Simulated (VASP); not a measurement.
# TlZnCl3 (Pm-3m) in VASP: further runs

TlZnCl3 is run at these levels: PBE; tasks: single point.

Everything below comes from runs of VASP 6.6.1. Logs are shortened: lines on timing, memory, paths and dates and some standing lists are left out, and cuts for length are marked.

## (1) The cell of the first run

Symmetry: Pm-3m, No. 221, cubic system. Conventional cell: a = 4.874 Å, b = 4.874 Å, c = 4.874 Å, α = 90.00°, β = 90.00°, γ = 90.00°. Within 4.5 Å of Tl (site symmetry m-3m) lie 12 Cl at 3.45 Å and 8 Zn at 4.22 Å. Within 3.2 Å of Zn (site symmetry m-3m) lie 6 Cl at 2.44 Å. Cl (site symmetry 4/mmm) has 2 Zn at 2.44 Å within 3.2 Å.

## (2) Single point, PBE (23.16 Å³/atom)

Contents of INCAR:

```
SYSTEM = TlZnCl3
PREC = Accurate
ENCUT = 520
EDIFF = 1E-7
ISMEAR = 0
SIGMA = 0.01
LREAL = .FALSE.
LASPH = .TRUE.
NELM = 100
ALGO = Normal
ISIF = 2
LWAVE = .FALSE.
LCHARG = .FALSE.
GGA = PE
NBANDS = 31
```

Contents of KPOINTS:

```
Automatic mesh
0
G
  4 4 4
  0 0 0
```

Contents of POSCAR:

```
TlZnCl3
1.0
    4.8743241886      0.0000000000      0.0000000000
    0.0000000000      4.8743241886      0.0000000000
    0.0000000000      0.0000000000      4.8743241886
Tl Zn Cl
1 1 3
Direct
    0.0000000000      0.0000000000      0.0000000000
    0.5000000000      0.5000000000      0.5000000000
    0.5000000000      0.5000000000      0.0000000000
    0.5000000000      0.0000000000      0.5000000000
    0.0000000000      0.5000000000      0.5000000000
```

Potentials or basis: VASP PAW PBE potentials, release 64 (Tl_d, Zn, Cl).

On the command line:

```
$ cat potpaw_PBE.64/Tl_d/POTCAR potpaw_PBE.64/Zn/POTCAR potpaw_PBE.64/Cl/POTCAR > POTCAR
$ mpirun -np 1 vasp_std > vasp.out
```

OUTCAR:

```text
SYSTEM = TlZnCl3
   PREC = Accurate
   ENCUT = 520
   EDIFF = 1E-7
   ISMEAR = 0
   LREAL = .FALSE.
   LASPH = .TRUE.
   NELM = 100
   ISIF = 2
   GGA = PE

 ion  position               nearest neighbor table
   1  0.000  0.000  0.000-
   2  0.500  0.500  0.500-   3 2.44   4 2.44   5 2.44   3 2.44   4 2.44   5 2.44
   3  0.500  0.500  0.000-   2 2.44   2 2.44
   4  0.500  0.000  0.500-   2 2.44   2 2.44
   5  0.000  0.500  0.500-   2 2.44   2 2.44

  LATTYP: Found a simple cubic cell.
 ALAT       =     4.8743241886

  Lattice vectors:

 A1 = (   4.8743241886,   0.0000000000,   0.0000000000)
 A2 = (   0.0000000000,   4.8743241886,   0.0000000000)
 A3 = (   0.0000000000,   0.0000000000,   4.8743241886)

Analysis of symmetry for initial positions (statically):
=====================================================================
 Subroutine PRICEL returns:
 Original cell was already a primitive cell.

 Routine SETGRP: Setting up the symmetry group for a
 simple cubic supercell.

 Subroutine GETGRP returns: Found 48 space group operations
 (whereof 48 operations were pure point group operations)
 out of a pool of 48 trial point group operations.

The static configuration has the point symmetry O_h .

Analysis of symmetry for dynamics (positions and initial velocities):
=====================================================================
 Subroutine PRICEL returns:
 Original cell was already a primitive cell.

 Routine SETGRP: Setting up the symmetry group for a
 simple cubic supercell.

 Subroutine GETGRP returns: Found 48 space group operations
 (whereof 48 operations were pure point group operations)
 out of a pool of 48 trial point group operations.

The dynamic configuration has the point symmetry O_h .

 Subroutine INISYM returns: Found 48 space group operations
 (whereof 48 operations are pure point group operations),
 and found     1 'primitive' translations

----------------------------------------------------------------------------------------

                                     Primitive cell

  volume of cell :     115.8092

  direct lattice vectors                    reciprocal lattice vectors
     4.874324189  0.000000000  0.000000000     0.205156646  0.000000000  0.000000000
[... 73 lines left out ...]
   LSORBIT =      F    spin-orbit coupling
   LASPH  =      T    aspherical Exc in radial PAW
   ENCUT  =  520.0 eV  38.22 Ry    6.18 a.u.   9.06  9.06  9.06*2*pi/ulx,y,z
   NELM   =    100;   NELMIN=  2; NELMDL= -5     # of ELM steps
   EDIFF  = 0.1E-06   stopping-criterion for ELM
   LREAL  =      F    real-space projection
   EDIFFG = 0.1E-05   stopping-criterion for IOM
   NSW    =      0    number of steps for IOM
   IBRION =     -1    ionic relax: 0-MD 1-quasi-New 2-CG
   NFREE  =      0    steps in history (QN), initial steepest desc. (CG)
   ISIF   =      2    stress and relaxation
   ISYM   =      2    0-nonsym 1-usesym 2-fastsym
   POTIM  = 0.5000    time-step for ionic-motion
   TEBEG  =    0.0;   TEEND  =   0.0 temperature during run
   PSTRESS=    0.0 pullay stress
   NELECT =      46.0000    total number of electrons
   NUPDOWN=      -1.0000    fix difference up-down
   EMIN   =  10.00;   EMAX   =-10.00  energy-range for DOS
   EFERMI =   0.00;   METHOD = LEGACY
   ISMEAR =     0;   SIGMA  =   0.01  broadening in eV -4-tet -1-fermi 0-gaus
   EFERMI_NEDOS =   21; number of points for ismear=-14 and -15
   IALGO  =     38    algorithm
   IMIX   =      4    mixing-type and parameters
     AMIX     =   0.40;   BMIX     =  1.00
     AMIX_MAG =   1.60;   BMIX_MAG =  1.00
  volume/ion in A,a.u.               =      23.16       156.30
  Fermi-wavevector in a.u.,A,eV,Ry     =   1.203408  2.274112 19.703845  1.448192
  Thomas-Fermi vector in A             =   2.339163
   LORBIT       =      0    0 simple, 1 ext, 2 COOP (PROOUT), +10 PAW based schemes
   GGA     = PE    functional components
   LHFCALC =     F    Hartree Fock is set to
   AEXX    =    0.0000 exact exchange contribution
   IVDW    =     0    specifies the selected vdW correction
   LEPSILON=     F    determine dielectric tensor
   LRPA    =     F    only Hartree local field effects (RPA)
 non-spin polarized calculation
 Gauss-broadening in eV      SIGMA  =   0.01
  energy-cutoff  :      520.00
  volume of cell :      115.81
 maximum number of plane-waves:      3136
   NGX = 19   NGY = 19   NGZ = 19

 number of electron      46.0000020 magnetization

 Free energy of the ion-electron system (eV)
  ---------------------------------------------------
  ext. energy  EPLUGINS =         0.00000000
  ---------------------------------------------------
  free energy    TOTEN  =       -13.86964189 eV

  energy without entropy =      -13.86964189  energy(sigma->0) =      -13.86964189

 E-fermi :   1.5300     XC(G=0):  -9.3669

 val. band max:        1.4849077045   @ k =   0.5000   0.5000   0.5000
 cond. band min:       3.1902056499   @ k =   0.0000   0.0000   0.0000
 fundamental gap:      1.7052979454
 Fermi energy:         1.5300486146

 k-point     1 :       0.0000    0.0000    0.0000
  band No.  band energies     occupation
      1     -12.6505      2.00000
      2     -11.5621      2.00000
      3     -11.5621      2.00000
      4      -7.2923      2.00000
      5      -7.2923      2.00000
      6      -7.2909      2.00000
[... 329 lines left out ...]
     30      10.3820      0.00000
     31      12.8321      0.00000

------------------------ aborting loop because EDIFF is reached ----------------------------------------

  FORCE on cell =-STRESS in cart. coord.  units (eV):
  Direction    XX          YY          ZZ          XY          YZ          ZX
  --------------------------------------------------------------------------------------
  -------------------------------------------------------------------------------------
  Total        1.9025227      1.9025227      1.9025227     -0.0000000     -0.0000000      0.0000000
  in kB       26.3206860     26.3206860     26.3206860     -0.0000000     -0.0000000      0.0000000
  external PRESSURE =      26.3206860 kB  Pullay stress =       0.0000000 kB

 VOLUME and BASIS-vectors are now :
 -----------------------------------------------------------------------------
  energy-cutoff  :      520.00
  volume of cell :      115.81
      direct lattice vectors                 reciprocal lattice vectors
     4.874324189  0.000000000  0.000000000     0.205156646  0.000000000  0.000000000
     0.000000000  4.874324189  0.000000000     0.000000000  0.205156646  0.000000000
     0.000000000  0.000000000  4.874324189     0.000000000  0.000000000  0.205156646

 POSITION                                       TOTAL-FORCE (eV/Angst)
 -----------------------------------------------------------------------------------
      0.00000      0.00000      0.00000         0.000000      0.000000      0.000000
      2.43716      2.43716      2.43716         0.000000      0.000000      0.000000
      2.43716      2.43716      0.00000         0.000000      0.000000      0.000000
      2.43716      0.00000      2.43716         0.000000      0.000000      0.000000
      0.00000      2.43716      2.43716         0.000000      0.000000      0.000000
 -----------------------------------------------------------------------------------
    total drift:                                0.000000      0.000000      0.000000

  FREE ENERGIE OF THE ION-ELECTRON SYSTEM (eV)
  ---------------------------------------------------
  free  energy   TOTEN  =       -13.8696418895 eV

  energy  without entropy=      -13.8696418895  energy(sigma->0) =      -13.86964189
```

stdout:

```text
POSCAR found type information on POSCAR TlZnCl
 POSCAR found :  3 types and       5 ions
 scaLAPACK will be used
 LDA part: xc-table for (Slater+PW92), standard interpolation
 POSCAR, INCAR and KPOINTS ok, starting setup
 FFT: planning ... GRIDC
 FFT: planning ... GRID_SOFT
 FFT: planning ... GRID
 WAVECAR not read
 entering main loop
```

Run time: 12 s. Hardware: 1 thread of Intel Xeon 6975P-C (Granite Rapids), shared host; peak memory 0.21 GiB.

Results:

```
Free energy            : -13.8696 eV
Pressure               : 2.6 GPa
Band gap on the k mesh : 1.71 eV (least direct gap 2.39 eV)
```

Caveat: spin-orbit coupling is left out, which moves the levels of the heavy elements. A k mesh can miss the band edges.

## (3) Single point, PBE (23.90 Å³/atom)

This run uses another cell than the first one, of 23.90 Å³/atom.

Contents of INCAR:

```
ALGO     = Normal         # electronic algorithm
EDIFF    = 1E-6           # SCF threshold, eV
ENCUT    = 520            # plane-wave cutoff, eV
GGA      = PE             # functional
ISIF     = 2              # what is computed and relaxed
ISMEAR   = 0              # smearing method
LASPH    = T              # aspherical terms in the spheres
LCHARG   = T              # write CHGCAR
LELF     = T              # ELF
LREAL    = F              # projectors in reciprocal space
LVHAR    = T            
LWAVE    = F              # write WAVECAR
NBANDS   = 31             # bands
NELM     = 100            # most SCF steps
PREC     = Accurate       # precision mode
SIGMA    = 0.01           # smearing width, eV
```

Contents of KPOINTS:

```
k-points
0
Gamma
  4 4 4
```

Changes to POSCAR since step 2:

```diff
@@ -2,5 +2,5 @@
 1.0
-    4.8743241886      0.0000000000      0.0000000000
-    0.0000000000      4.8743241886      0.0000000000
-    0.0000000000      0.0000000000      4.8743241886
+    4.9256366350      0.0000000000      0.0000000000
+    0.0000000000      4.9256366350      0.0000000000
+    0.0000000000      0.0000000000      4.9256366350
 Tl Zn Cl
```

Potentials or basis: VASP PAW PBE potentials, release 64 (Tl_d, Zn, Cl).

On the command line:

```
$ cat potpaw_PBE.64/Tl_d/POTCAR potpaw_PBE.64/Zn/POTCAR potpaw_PBE.64/Cl/POTCAR > POTCAR
$ mpirun -np 1 vasp_std > vasp.out
```

Wall time 17 s (1 thread of Intel Xeon 6975P-C (Granite Rapids), shared host); peak memory 0.26 GiB.

The run converged. Its results:

```
Free energy            : -13.9150 eV
Pressure               : 1.2 GPa
Band gap on the k mesh : 1.60 eV (least direct gap 2.25 eV)
```

Levels at points of the mesh, in eV from the valence-band top:
| k point | band 20 | band 21 | band 22 | band 23 | band 24 | band 25 | band 26 | band 27 |
| --- | --- | --- | --- | --- | --- | --- | --- | --- |
| (0.00, 0.00, 0.00) | -0.80 | -0.65 | -0.65 | -0.65 | 1.60 | 7.06 | 7.06 | 7.06 |
| (0.50, 0.00, 0.00) | -0.96 | -0.60 | -0.60 | -0.11 | 4.16 | 4.65 | 6.08 | 6.08 |
| (0.50, 0.50, 0.00) | -1.01 | -0.45 | -0.06 | 0.00 | 5.20 | 5.64 | 5.64 | 6.46 |
| (0.50, 0.50, 0.50) | -0.05 | -0.01 | -0.01 | -0.01 | 6.57 | 6.57 | 6.57 | 6.76 |

Caveat: spin-orbit coupling is left out, which moves the levels of the heavy elements. A k mesh can miss the band edges.

## (4) Single point, PBE

This run uses another cell than the first one, of 24.64 Å³/atom.

Contents of INCAR:

```
ALGO = Normal
EDIFF = 1E-6
ENCUT = 520
GGA = PE
ISIF = 2
ISMEAR = 0
LASPH = True
LCHARG = False
LREAL = False
LWAVE = False
NBANDS = 31
NELM = 60
PREC = Accurate
SIGMA = 0.01
```

KPOINTS is that of step 3.

Changes to POSCAR since step 3:

```diff
@@ -2,5 +2,5 @@
 1.0
-    4.9256366350      0.0000000000      0.0000000000
-    0.0000000000      4.9256366350      0.0000000000
-    0.0000000000      0.0000000000      4.9256366350
+    4.9759017050      0.0000000000      0.0000000000
+    0.0000000000      4.9759017050      0.0000000000
+    0.0000000000      0.0000000000      4.9759017050
 Tl Zn Cl
```

On the command line:

```
$ cat potpaw_PBE.64/Tl_d/POTCAR potpaw_PBE.64/Zn/POTCAR potpaw_PBE.64/Cl/POTCAR > POTCAR
$ mpirun -np 1 vasp_std > vasp.out
```

Wall time 17 s (1 thread of Intel Xeon 6975P-C (Granite Rapids), shared host); peak memory 0.25 GiB.

The run converged. Its results:

```
Free energy            : -13.9297 eV
Pressure               : 0.0 GPa
Band gap on the k mesh : 1.49 eV (least direct gap 2.11 eV)
```

Levels at points of the mesh, in eV from the valence-band top:
```
           k point  band 19  band 20  band 21  band 22  band 23  band 24  band 25  band 26  band 27  band 28
(0.00, 0.00, 0.00)    -0.76    -0.76    -0.62    -0.62    -0.62     1.49     6.93     6.93     6.93     8.35
(0.50, 0.00, 0.00)    -1.13    -0.91    -0.58    -0.58    -0.16     4.13     4.48     6.01     6.01     8.46
(0.50, 0.50, 0.00)    -0.96    -0.96    -0.50    -0.11     0.00     5.19     5.56     5.56     6.20     7.47
(0.50, 0.50, 0.50)    -0.10    -0.10    -0.01    -0.01    -0.01     6.51     6.51     6.51     6.63     6.63
```

Caveat: spin-orbit coupling is left out, which moves the levels of the heavy elements. A k mesh can miss the band edges.

## (5) Single point, PBE (25.38 Å³/atom)

This run uses another cell than the first one, of 25.38 Å³/atom.

Contents of INCAR:

```
SYSTEM = TlZnCl3
PREC = Accurate
ENCUT = 520
EDIFF = 1E-7
ISMEAR = 0
SIGMA = 0.01
LREAL = .FALSE.
LASPH = .TRUE.
NELM = 60
ALGO = Normal
ISIF = 2
LWAVE = .FALSE.
LCHARG = .TRUE.
GGA = PE
LELF = .TRUE.
LVHAR = .TRUE.
NBANDS = 31
```

Contents of KPOINTS:

```
Automatic mesh
0
G
  4 4 4
  0 0 0
```

Changes to POSCAR since step 4:

```diff
@@ -2,5 +2,5 @@
 1.0
-    4.9759017050      0.0000000000      0.0000000000
-    0.0000000000      4.9759017050      0.0000000000
-    0.0000000000      0.0000000000      4.9759017050
+    5.0251712628      0.0000000000      0.0000000000
+    0.0000000000      5.0251712628      0.0000000000
+    0.0000000000      0.0000000000      5.0251712628
 Tl Zn Cl
```

On the command line:

```
$ cat potpaw_PBE.64/Tl_d/POTCAR potpaw_PBE.64/Zn/POTCAR potpaw_PBE.64/Cl/POTCAR > POTCAR
$ mpirun -np 1 vasp_std > vasp.out
```

It took 20 s on 1 thread of Intel Xeon 6975P-C (Granite Rapids), shared host; peak memory 0.25 GiB.

The run converged. Its results:

```yaml
Free_energy: -13.9189 eV
Pressure: -1.0 GPa
Band_gap_on_the_k_mesh: 1.38 eV (least direct gap 1.98 eV)
```

Levels at points of the mesh, in eV from the valence-band top:
| k point | band 19 | band 20 | band 21 | band 22 | band 23 | band 24 | band 25 | band 26 | band 27 | band 28 |
| --- | --- | --- | --- | --- | --- | --- | --- | --- | --- | --- |
| (0.00, 0.00, 0.00) | -0.72 | -0.72 | -0.60 | -0.60 | -0.60 | 1.38 | 6.80 | 6.80 | 6.80 | 8.35 |
| (0.50, 0.00, 0.00) | -1.08 | -0.86 | -0.55 | -0.55 | -0.21 | 4.06 | 4.37 | 5.94 | 5.94 | 8.34 |
| (0.50, 0.50, 0.00) | -0.92 | -0.92 | -0.55 | -0.15 | 0.00 | 5.18 | 5.48 | 5.48 | 5.96 | 7.39 |
| (0.50, 0.50, 0.50) | -0.14 | -0.14 | -0.01 | -0.01 | -0.01 | 6.46 | 6.46 | 6.46 | 6.50 | 6.50 |

Caveat: spin-orbit coupling is left out, which moves the levels of the heavy elements.

## (6) Single point, PBE (26.12 Å³/atom)

This run uses another cell than the first one, of 26.12 Å³/atom.

Contents of INCAR:

```
PREC = Accurate ; ENCUT = 520
EDIFF = 1E-6 ; ISMEAR = 0
SIGMA = 0.01 ; LREAL = F
LASPH = T ; NELM = 60
ALGO = Normal ; ISIF = 2
LWAVE = F ; LCHARG = F
GGA = PE ; NBANDS = 31
```

Contents of KPOINTS:

```
regular mesh
0
Gamma
  4 4 4
```

Changes to POSCAR since step 5:

```diff
@@ -2,5 +2,5 @@
 1.0
-    5.0251712628      0.0000000000      0.0000000000
-    0.0000000000      5.0251712628      0.0000000000
-    0.0000000000      0.0000000000      5.0251712628
+    5.0734931816      0.0000000000      0.0000000000
+    0.0000000000      5.0734931816      0.0000000000
+    0.0000000000      0.0000000000      5.0734931816
 Tl Zn Cl
```

Potentials or basis: VASP PAW PBE potentials, release 64 (Tl_d, Zn, Cl).

On the command line:

```
$ cat potpaw_PBE.64/Tl_d/POTCAR potpaw_PBE.64/Zn/POTCAR potpaw_PBE.64/Cl/POTCAR > POTCAR
$ mpirun -np 1 vasp_std > vasp.out
```

It took 18 s on 1 thread of Intel Xeon 6975P-C (Granite Rapids), shared host; peak memory 0.26 GiB.

The run converged. Its results:

| Item | Value |
| --- | --- |
| Free energy | -13.8864 eV |
| Pressure | -1.9 GPa |
| Band gap on the k mesh | 1.28 eV (least direct gap 1.85 eV) |

Levels at points of the mesh, in eV from the valence-band top:
```csv
k point,band 21,band 22,band 23,band 24,band 25,band 26
"(0.00, 0.00, 0.00)",-0.57,-0.57,-0.57,1.28,6.68,6.68
"(0.50, 0.00, 0.00)",-0.53,-0.53,-0.25,3.94,4.30,5.88
"(0.50, 0.50, 0.00)",-0.59,-0.19,0.00,5.16,5.41,5.41
"(0.50, 0.50, 0.50)",-0.01,-0.01,-0.01,6.38,6.38,6.38
```

Caveat: spin-orbit coupling is left out, which moves the levels of the heavy elements. A k mesh can miss the band edges.

## (7) Summary

| cell | gap on the mesh (eV) | pressure (GPa) |
| --- | --- | --- |
| a = 4.874 Å, 5 atoms | 1.71 | 2.6 |
| a = 4.926 Å, 5 atoms | 1.60 | 1.2 |
| a = 4.976 Å, 5 atoms | 1.49 | 0.0 |
| a = 5.025 Å, 5 atoms | 1.38 | -1.0 |
| a = 5.073 Å, 5 atoms | 1.28 | -1.9 |

Alike in all rows: task single point; level PBE; potentials or basis VASP PAW PBE potentials, release 64 (Tl_d, Zn, Cl); no spin polarisation; k mesh 4 × 4 × 4; cutoff (eV) 520; smearing gaussian 0.01 eV.

Caveats: spin-orbit coupling is left out, which moves the levels of the heavy elements.

Total energies depend on the potentials used, so only differences within one code and one set of settings carry meaning.
